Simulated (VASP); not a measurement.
Wanted: the native input for a VASP 6.6.1 run.

```
Task                   : single point
Functional             : PBEsol
Potentials or basis    : VASP PAW PBE potentials, release 64 (Al, H)
Cutoff                 : 520 eV
k mesh                 : 5 × 5 × 1
Occupations            : gaussian, width 0.1 eV
Spin                   : no spin polarisation
Dipole correction      : yes
Further INCAR settings : ALGO = Normal; EDIFF = 1e-06; NBANDS = 30
```

The structure of Al12H lies in POSCAR:

```
Al12H
1.0
    5.6788540124      0.0000000000      0.0000000000
    0.0000000000      5.6788540124      0.0000000000
    0.0000000000      0.0000000000     21.1413451746
Al H
12 1
Direct
    0.2500000000      0.2500000000      0.1892027195
    0.2500000000      0.7500000000      0.1892027195
    0.7500000000      0.2500000000      0.1892027195
    0.7500000000      0.7500000000      0.1892027195
    0.0000000000      0.0000000000      0.2870821533
    0.0000000000      0.5000000000      0.2870821533
    0.5000000000      0.0000000000      0.2870821533
    0.5000000000      0.5000000000      0.2870821533
    0.2500000000      0.2500000000      0.3850911618
    0.2500000000      0.7500000000      0.3850911618
    0.7500000000      0.2500000000      0.3850911618
    0.7500000000      0.7500000000      0.3850911618
    0.3333333333      0.3333333333      0.5066539090
```

The input as run:

INCAR

```
PREC = Accurate ; ENCUT = 520
EDIFF = 1E-6 ; ISMEAR = 0
SIGMA = 0.1 ; LREAL = False
LASPH = True ; NELM = 100
ALGO = Normal ; ISIF = 2
LWAVE = False ; LCHARG = True
LDIPOL = True ; IDIPOL = 3
DIPOL = 0.5 0.5 0.304 ; GGA = PS
LELF = True ; LVHAR = True
LVACPOTAV = True ; NBANDS = 30
```

KPOINTS

```
regular mesh
0
Gamma
  5 5 1
```

Potentials or basis: VASP PAW PBE potentials, release 64 (Al, H).

Run with:

```console
$ cat potpaw_PBE.64/Al/POTCAR potpaw_PBE.64/H/POTCAR > POTCAR
$ mpirun -np 1 vasp_std > vasp.out
```

It gave:

```
Largest force          : 1.505 eV/Å
Band gap on the k mesh : zero (an odd number of electrons rules out a gap without spin polarisation)
```

Caveat: the PAW data sets were made with another functional, which shifts forces and pressure a little.

Run time: 12 min on 1 thread of Intel Xeon 8259CL (shared host), peak memory 0.66 GiB.
